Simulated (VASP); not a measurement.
Runs of VASP 6.6.1 on MnHg. The structure is that of space group Pm-3m (No. 221), or close to it. The cells are those of the table. 

```tsv
spin	cell	k mesh	gap on the mesh (eV)	pressure (GPa)	moment (μB)
collinear, ferromagnetic start	a = 3.255, b = 3.255, c = 3.313 Å, 2 atoms	7 × 7 × 7	none	4.5	3.89
collinear, ferromagnetic start	a = 3.156, b = 3.156, c = 3.313 Å, 2 atoms	7 × 7 × 7	none	11.0	3.70
collinear, ferromagnetic start	a = 3.321, b = 3.321, c = 3.313 Å, 2 atoms	7 × 7 × 7	none	0.6	3.92
collinear, ferromagnetic start	a = 3.354, b = 3.354, c = 3.313 Å, 2 atoms	7 × 7 × 7	none	-1.1	3.92
collinear, ferromagnetic start	a = 3.288, b = 3.288, c = 3.313 Å, 2 atoms	7 × 7 × 7	none	2.5	(a)
collinear, ferromagnetic start	a = 3.420, b = 3.420, c = 3.313 Å, 2 atoms	7 × 7 × 7	none	-3.7	3.97
off	a = 3.288, b = 3.288, c = 3.313 Å, 2 atoms	8 × 8 × 8	none	-13.3	-
collinear, ferromagnetic start	a = 3.288, b = 3.288, c = 3.313 Å, 2 atoms	8 × 8 × 8	none	2.5	3.88
collinear, ferromagnetic start	a = 3.222, b = 3.222, c = 3.313 Å, 2 atoms	7 × 7 × 7	none	6.5	(b)
```

Alike in all rows: task single point; level PBE; potentials or basis VASP PAW PBE potentials, release 64 (Hg, Mn_pv); cutoff (eV) 520; smearing fermi-dirac 0.05 eV.

Estimate the missing entries.

(a) 3.91; (b) 3.84.

Caveats: spin-orbit coupling is left out, which moves the levels of the heavy elements; the cell stands under pressure (at least some runs); the cell stands under tension (at least some runs).

A k mesh can miss the band edges, and the runs leave out spin-orbit coupling on Hg.

A gap of «none» marks levels without a gap at the run's occupations.
